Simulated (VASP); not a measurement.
# Al (C2/m) in VASP: single point with PBEsol

Aim: the single point of Al with PBEsol.

Everything below comes from runs of VASP 6.6.1. Logs are shortened: lines on timing, memory, paths and dates and some standing lists are left out, and cuts for length are marked.

## 1. The cell of the first run

It takes space group C2/m (No. 12, monoclinic). Conventional cell: a = 4.001 Å, b = 4.001 Å, c = 2.829 Å, α = 90.00°, β = 134.39°, γ = 90.00°. Al (site symmetry 2/m) has 12 Al at 2.83 to 2.86 Å within 3.7 Å.

## 2. Single point, PBEsol

The input, INCAR:

```
ALGO = Normal
EDIFF = 1E-6
ENCUT = 520
GGA = PS
ISIF = 2
ISMEAR = 0
LASPH = True
LCHARG = False
LREAL = False
LWAVE = False
NBANDS = 10
NELM = 60
PREC = Accurate
SIGMA = 0.1
```

The input, KPOINTS:

```
k-points
0
Gamma
  9 9 17
```

The input, POSCAR:

```
Al
1.0
    4.0007212531      0.0000000000      0.0210832101
    0.0000000000      4.0007768054      0.0000000000
   -1.9897341115      0.0000000000      2.0109874092
Al
2
Direct
    0.0000000000      0.0000000000      0.0000000000
    0.5000000000      0.5000000000      0.0000000000
```

Potentials or basis: VASP PAW PBE potentials, release 64 (Al).

Run with:

```bash
cat potpaw_PBE.64/Al/POTCAR > POTCAR
mpirun -np 1 vasp_std > vasp.out
```

OUTCAR:

```text
EDIFF = 1E-6
   ENCUT = 520
   GGA = PS
   ISIF = 2
   ISMEAR = 0
   LASPH = True
   LREAL = False
   NELM = 60
   PREC = Accurate

 ion  position               nearest neighbor table
   1  0.000  0.000  0.000-   2 2.83   2 2.83   2 2.83   2 2.83   2 2.84   2 2.84   2 2.84   2 2.84

   2  0.500  0.500  0.000-   1 2.83   1 2.83   1 2.83   1 2.83   1 2.84   1 2.84   1 2.84   1 2.84

  LATTYP: Found a simple monoclinic cell.
 ALAT       =     2.8289772347
 B/A-ratio  =     1.4142131497
 C/A-ratio  =     1.0105816319
 COS(beta)  =    -0.0105268102

  Lattice vectors:

 A1 = (  -1.9897341115,   0.0000000000,   2.0109874092)
 A2 = (   0.0000000000,   4.0007768054,   0.0000000000)
 A3 = (  -2.0109871416,   0.0000000000,  -2.0320706193)

Analysis of symmetry for initial positions (statically):
=====================================================================
 Subroutine PRICEL returns following result:

  LATTYP: Found a base centered monoclinic cell.
 ALAT       =     4.0007768054
 B/A-ratio  =     1.0000000000
 C/A-ratio  =     0.7071069875
 COS(beta)  =    -0.6995846412

  Lattice vectors:

 A1 = (   2.0003606266,  -2.0003884027,   0.0105416051)
 A2 = (   2.0003606266,   2.0003884027,   0.0105416051)
 A3 = (  -1.9897341115,   0.0000000000,   2.0109874092)

   2 primitive cells build up your supercell.

 Routine SETGRP: Setting up the symmetry group for a
 simple monoclinic supercell.

 Subroutine GETGRP returns: Found  4 space group operations
 (whereof  4 operations were pure point group operations)
 out of a pool of  4 trial point group operations.

The static configuration has the point symmetry C_2h.

Analysis of symmetry for dynamics (positions and initial velocities):
=====================================================================
 Subroutine PRICEL returns following result:

  LATTYP: Found a base centered monoclinic cell.
 ALAT       =     4.0007768054
 B/A-ratio  =     1.0000000000
 C/A-ratio  =     0.7071069875
 COS(beta)  =    -0.6995846412

  Lattice vectors:

 A1 = (   2.0003606266,  -2.0003884027,   0.0105416051)
 A2 = (   2.0003606266,   2.0003884027,   0.0105416051)
 A3 = (  -1.9897341115,   0.0000000000,   2.0109874092)

   2 primitive cells build up your supercell.

 Routine SETGRP: Setting up the symmetry group for a
 simple monoclinic supercell.

 Subroutine GETGRP returns: Found  4 space group operations
 (whereof  4 operations were pure point group operations)
 out of a pool of  4 trial point group operations.

The dynamic configuration has the point symmetry C_2h.

 Subroutine INISYM returns: Found  4 space group operations
 (whereof  4 operations are pure point group operations),
 and found     2 'primitive' translations

----------------------------------------------------------------------------------------

                                     Primitive cell

  volume of cell :      16.1778

  direct lattice vectors                    reciprocal lattice vectors
     2.000360627 -2.000388403  0.010541605     0.248658386 -0.249951459  0.246030418
     2.000360627  2.000388403  0.010541605     0.248658386  0.249951459  0.246030418
    -1.989734112  0.000000000  2.010987409    -0.002606937  0.000000000  0.494688771

  length of vectors
     2.828976409  2.828976409  2.828977235     0.429927542  0.429927542  0.494695640

  position of ions in fractional coordinates (direct lattice)
     0.000000000  0.000000000  0.000000000

  ion indices of the primitive-cell ions
   primitive index   ion index
                 1           1

----------------------------------------------------------------------------------------

 KPOINTS: k-points

Automatic generation of k-mesh.
 Grid dimensions read from file:
 generate k-points for:    9    9   17

 Generating k-lattice:

  Cartesian coordinates                     Fractional coordinates (reciprocal lattice)
     0.027628710  0.000000000  0.027336713     0.111111111  0.000000000  0.000000000
     0.000000000  0.027772384  0.000000000     0.000000000  0.111111111  0.000000000
    -0.000153349  0.000000000  0.029099339     0.000000000  0.000000000  0.058823529

  Length of vectors
     0.038866971  0.027772384  0.029099744

  Shift w.r.t. Gamma in fractional coordinates (k-lattice)
     0.000000000  0.000000000  0.000000000

 Subroutine IBZKPT returns following result:
 ===========================================

 Found    385 irreducible k-points:

 Following reciprocal coordinates:
            Coordinates               Weight
  0.000000  0.000000  0.000000      1.000000
  0.111111  0.000000  0.000000      2.000000
  0.222222  0.000000  0.000000      2.000000
  0.333333  0.000000  0.000000      2.000000
  0.444444  0.000000  0.000000      2.000000
  0.000000  0.111111  0.000000      2.000000
[... 16 lines left out ...]
  0.222222  0.444444  0.000000      4.000000
  0.333333  0.444444  0.000000      4.000000
 [... further k-points ...]
   k-points           NKPTS =    385   k-points in BZ     NKDIM =    385   number of bands    NBANDS=     10
   number of dos      NEDOS =    301   number of ions     NIONS =      2
   total plane-waves  NPLWV =  21600
   dimension x,y,z NGX =    30 NGY =   30 NGZ =   24
   dimension x,y,z NGXF=    60 NGYF=   60 NGZF=   48
   ions per type =               2
   NGX,Y,Z   is equivalent  to a cutoff of  12.47, 12.47, 14.10 a.u.
   NGXF,Y,Z  is equivalent  to a cutoff of  24.93, 24.93, 28.21 a.u.
 SYSTEM =  unknown system
   PREC   = accura    normal or accurate (medium, high low for compatibility)
   ISTART =      0    job   : 0-new  1-cont  2-samecut
   ICHARG =      2    charge: 1-file 2-atom 10-const
   ISPIN  =      1    spin polarized calculation?
   LNONCOLLINEAR =      F non collinear calculations
   LSORBIT =      F    spin-orbit coupling
   LASPH  =      T    aspherical Exc in radial PAW
   ENCUT  =  520.0 eV  38.22 Ry    6.18 a.u.   7.44  7.44  5.26*2*pi/ulx,y,z
   NELM   =     60;   NELMIN=  2; NELMDL= -5     # of ELM steps
   EDIFF  = 0.1E-05   stopping-criterion for ELM
   LREAL  =      F    real-space projection
   EDIFFG = 0.1E-04   stopping-criterion for IOM
   NSW    =      0    number of steps for IOM
   IBRION =     -1    ionic relax: 0-MD 1-quasi-New 2-CG
   NFREE  =      0    steps in history (QN), initial steepest desc. (CG)
   ISIF   =      2    stress and relaxation
   ISYM   =      2    0-nonsym 1-usesym 2-fastsym
   POTIM  = 0.5000    time-step for ionic-motion
   TEBEG  =    0.0;   TEEND  =   0.0 temperature during run
   PSTRESS=    0.0 pullay stress
   NELECT =       6.0000    total number of electrons
   NUPDOWN=      -1.0000    fix difference up-down
   EMIN   =  10.00;   EMAX   =-10.00  energy-range for DOS
   EFERMI =   0.00;   METHOD = LEGACY
   ISMEAR =     0;   SIGMA  =   0.10  broadening in eV -4-tet -1-fermi 0-gaus
   EFERMI_NEDOS =   21; number of points for ismear=-14 and -15
   IALGO  =     38    algorithm
   IMIX   =      4    mixing-type and parameters
     AMIX     =   0.40;   BMIX     =  1.00
     AMIX_MAG =   1.60;   BMIX_MAG =  1.00
  volume/ion in A,a.u.               =      16.18       109.17
  Fermi-wavevector in a.u.,A,eV,Ry     =   0.933559  1.764171 11.857916  0.871532
  Thomas-Fermi vector in A             =   2.060273
   LORBIT       =      0    0 simple, 1 ext, 2 COOP (PROOUT), +10 PAW based schemes
   GGA     = PS    functional components
   LHFCALC =     F    Hartree Fock is set to
   AEXX    =    0.0000 exact exchange contribution
   IVDW    =     0    specifies the selected vdW correction
   LEPSILON=     F    determine dielectric tensor
   LRPA    =     F    only Hartree local field effects (RPA)
 non-spin polarized calculation
 Gauss-broadening in eV      SIGMA  =   0.10
  energy-cutoff  :      520.00
  volume of cell :       32.36
 maximum number of plane-waves:       894
 NGX is ok and might be reduce to    30
   NGX = 15   NGY = 15   NGZ = 11

 number of electron       6.0000000 magnetization

 Free energy of the ion-electron system (eV)
  ---------------------------------------------------
  ext. energy  EPLUGINS =         0.00000000
  ---------------------------------------------------
  free energy    TOTEN  =        -8.18406482 eV

  energy without entropy =       -8.18017540  energy(sigma->0) =       -8.18212011

 E-fermi :   8.1802     XC(G=0): -10.3286

 val. band max:        8.1717706398   @ k =   0.4444   0.0000   0.2941
 cond. band min:       8.1802020219   @ k =  -0.3333   0.2222   0.1176
 fundamental gap:      0.0084313820
 Fermi energy:         8.1801888675

 k-point     1 :       0.0000    0.0000    0.0000
  band No.  band energies     occupation
      1      -3.1098      2.00000
      2       5.2419      2.00000
      3       6.6156      2.00000
      4      13.3682      0.00000
      5      13.5786      0.00000
      6      13.9682      0.00000
      7      17.3410      0.00000
      8      20.6676      0.00000
      9      20.8981      0.00000
     10      21.0215      0.00000

 k-point     2 :       0.1111    0.0000    0.0000
  band No.  band energies     occupation
      1      -2.8864      2.00000
      2       5.4457      2.00000
      3       6.8288      2.00000
      4      10.4667      0.00000
      5      14.1527      0.00000
      6      15.3269      0.00000
      7      18.2505      0.00000
      8      19.0397      0.00000
      9      19.0555      0.00000
     10      21.2295      0.00000

 k-point     3 :       0.2222    0.0000    0.0000
  band No.  band energies     occupation
      1      -2.2185      2.00000
      2       6.0575      2.00000
      3       7.1891      2.00000
      4       7.7571      2.00000
      5      14.7205      0.00000
      6      15.2676      0.00000
      7      16.2896      0.00000
      8      16.5360      0.00000
      9      21.8777      0.00000
     10      22.7135      0.00000
[... 248 lines left out ...]
 k-point    23 :       0.2222    0.4444    0.0000
  band No.  band energies     occupation
      1      -0.4158      2.00000
      2       0.5875      2.00000
      3       9.1336      0.00000
      4      10.0840      0.00000
      5      16.0519      0.00000
      6      16.2679      0.00000
      7      17.1366      0.00000
      8      17.9729      0.00000
      9      18.5571      0.00000
     10      18.9790      0.00000

 k-point    24 :       0.3333    0.4444    0.0000
  band No.  band energies     occupation
      1       0.6763      2.00000
      2       1.6717      2.00000
      3       6.4478      2.00000
      4       7.4100      2.00000
      5      17.0121      0.00000
      6      17.2234      0.00000
      7      18.0948      0.00000
      8      18.9691      0.00000
      9      19.3867      0.00000
     10      19.6756      0.00000

 [... further k-points ...]

------------------------ aborting loop because EDIFF is reached ----------------------------------------

  FORCE on cell =-STRESS in cart. coord.  units (eV):
  Direction    XX          YY          ZZ          XY          YZ          ZX
  --------------------------------------------------------------------------------------
  -------------------------------------------------------------------------------------
  Total        0.1261405     -0.0528761      0.0190436      0.0000000      0.0000000      0.0020905
  in kB        6.2461788     -2.6182995      0.9429945      0.0000000      0.0000000      0.1035175
  external PRESSURE =       1.5236246 kB  Pullay stress =       0.0000000 kB

 VOLUME and BASIS-vectors are now :
 -----------------------------------------------------------------------------
  energy-cutoff  :      520.00
  volume of cell :       32.36
      direct lattice vectors                 reciprocal lattice vectors
     4.000721253  0.000000000  0.021083210     0.248658386  0.000000000  0.246030418
     0.000000000  4.000776805  0.000000000     0.000000000  0.249951459  0.000000000
    -1.989734112  0.000000000  2.010987409    -0.002606937  0.000000000  0.494688771

 POSITION                                       TOTAL-FORCE (eV/Angst)
 -----------------------------------------------------------------------------------
      0.00000      0.00000      0.00000        -0.000000      0.000000     -0.000000
      2.00036      2.00039      0.01054         0.000000     -0.000000      0.000000
 -----------------------------------------------------------------------------------
    total drift:                                0.000000     -0.000000     -0.000000

  FREE ENERGIE OF THE ION-ELECTRON SYSTEM (eV)
  ---------------------------------------------------
  free  energy   TOTEN  =        -8.1840648221 eV

  energy  without entropy=       -8.1801754006  energy(sigma->0) =       -8.18212011
```

Run time: 55 s. Hardware: 1 thread of AMD EPYC 7R13 (Zen 3), shared host; peak memory 0.2 GiB.

Results:

| Quantity | Value |
| --- | --- |
| Free energy | -8.1841 eV |
| Pressure | 0.2 GPa |
| Band gap on the k mesh | zero (band 3 reaches 15.12 eV, above the bottom of band 4 at 4.21 eV) |

Stress tensor (GPa, compression positive):
```
 0.62  0.00  0.01
 0.00 -0.26  0.00
 0.01  0.00  0.09
```

Caveat: the PAW data sets were made with another functional, which shifts forces and pressure a little.
